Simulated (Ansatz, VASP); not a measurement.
Ta2N in VASP and in Ansatz

INCAR

```
  ALGO = Normal
  EDIFF = 1E-6
  ENCUT = 700
  GGA_COMPAT = False
  ISIF = 2
  ISMEAR = 0
  LASPH = True
  LCHARG = False
  LREAL = False
  LWAVE = False
  NBANDS = 22
  NELM = 120
  PREC = Accurate
  SIGMA = 0.15
```

Contents of KPOINTS:

```
k-points
0
Gamma
  18 18 10
```

File POSCAR:

```
Ta2N
1.0
    3.0604250815      0.0000000000      0.0000000000
   -1.5302125408      2.6504058669      0.0000000000
    0.0000000000      0.0000000000      4.5358560132
Ta N
2 1
Direct
    0.6666666667      0.3333333333      0.7466885012
    0.3333333333      0.6666666667      0.2533114988
    0.0000000000      0.0000000000      0.0000000000
```

Input for Ansatz:

```yaml
crystal:
  lattice:
    - [3.0604250815, 0.0, 0.0]
    - [-1.5302125408, 2.6504058669, 0.0]
    - [0.0, 0.0, 4.5358560132]
  atoms:
    - { symbol: Ta, position: [0.6666666667, 0.3333333333, 0.7466885012] }
    - { symbol: Ta, position: [0.3333333333, 0.6666666667, 0.2533114988] }
    - { symbol: "N", position: [0.0, 0.0, 0.0] }
basis:
  ecutwfc: 520.0
kpoints:
  mp_grid: { grid: [18, 18, 10] }
hamiltonian:
  xc: lda
  pseudopotentials: { kind: paw, azcp: { folder: soft_1 } }
scf:
  occupations: { method: gaussian, width: 0.15 }
output:
  forces: true
  stress: true
  eigenvalues: true
```

Alike in both runs: task single point; functional LDA; k mesh 18 × 18 × 10; occupations gaussian, width 0.15 eV; no spin polarisation.

|  | VASP | Ansatz |
| --- | --- | --- |
| version | VASP 6.6.1 | Ansatz 0.2.0 |
| potentials or method | VASP PAW LDA potentials, release 64 (Ta_sv_GW, N), cutoff 700 eV | scalar-relativistic, plane waves, PAW |
| valence electrons in the cell | 31 | 31 |

Ansatz gave:

- gap on the k mesh at the Fermi level (eV): none
- pressure (GPa): 19.9
- traceless stress, the component that is largest in VASP (GPa): 10.00
- rms of the force components (eV/Å): 0.012

Question: What did VASP give for the same quantities?

Answer: gap on the k mesh at the Fermi level (eV): none; pressure (GPa): 21.1; traceless stress, the component that is largest in VASP (GPa): 9.85; rms of the force components (eV/Å): 0.013.

Ansatz warns that its potentials were made for another functional, while VASP's fit it. LDA's correlation is that of Perdew and Zunger in VASP and of Perdew and Wang (1992) in Ansatz. Atom by atom the forces differ by 0.024 eV/Å (rms over components). A gap of «none» marks a metal or a gap that the smearing closes.

Neither program's run includes spin-orbit coupling.
